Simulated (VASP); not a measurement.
**Rb: single point with PBE+D3(BJ)**

Crystal: Rb.

```
CELL_PARAMETERS angstrom
2.10291 -4.32975 0.00000
2.10291 4.32975 0.00000
0.00000 0.00000 8.04286
ATOMIC_POSITIONS crystal
Rb 0.83600 0.16400 0.75000
Rb 0.16400 0.83600 0.25000
```

This cell differs from its parent crystal: normal strain along x -0.1500, normal strain along z +0.0000.

```yaml
Program: VASP 6.6.1
Task: single point
Functional: PBE
Dispersion: D3(BJ)
Potentials_or_basis: VASP PAW PBE potentials, release 64 (Rb_sv)
Cutoff: 520 eV
k_mesh: 10 × 10 × 6
Occupations: gaussian, width 0.15 eV
Spin: no spin polarisation
```

| Quantity | Value |
| --- | --- |
| Pressure | 0.7 GPa |
| Largest force | 0.037 eV/Å |
| Band gap on the k mesh | zero (band 9 reaches 1.60 eV, above the bottom of band 10 at -0.97 eV) |
| Dispersion energy per atom | -0.125 eV |

Forces on the atoms (eV/Å):
```
Rb   0.000 -0.037  0.000
Rb   0.000  0.037  0.000
```

Stress tensor (GPa, compression positive):
```
1.35 0.00 0.00
0.00 0.39 0.00
0.00 0.00 0.35
```

Levels at points of the mesh, in eV from the Fermi level:
```tsv
k point	band 5	band 6	band 7	band 8	band 9	band 10	band 11	band 12	band 13	band 14
(0.00, 0.00, 0.00)	-12.89	-12.89	-12.85	-12.84	-2.28	-0.10	0.57	3.03	3.31	3.48
(0.50, 0.00, 0.00)	-12.95	-12.93	-12.91	-12.91	0.30	0.65	1.18	1.56	2.24	2.86
(0.50, 0.50, 0.00)	-12.99	-12.91	-12.88	-12.85	-0.19	0.10	0.98	1.57	1.83	2.32
(0.00, 0.00, 0.50)	-12.90	-12.90	-12.85	-12.85	-1.55	-1.55	2.12	2.12	3.15	3.15
(0.50, 0.00, 0.50)	-12.93	-12.93	-12.91	-12.91	0.48	0.48	1.36	1.36	2.46	2.46
(0.50, 0.50, 0.50)	-12.93	-12.93	-12.86	-12.86	0.11	0.11	0.78	0.78	2.44	2.44
```

It took 120 s on 1 thread of Intel(R) Xeon(R) 6975P-C (Granite Rapids), with other jobs on the host, peak memory 0.42 GiB.

Caveat: the cell differs from its parent crystal (normal strain along x -0.1500, normal strain along z +0.0000); pairwise dispersion overbinds metals, which lowers pressure and volume.
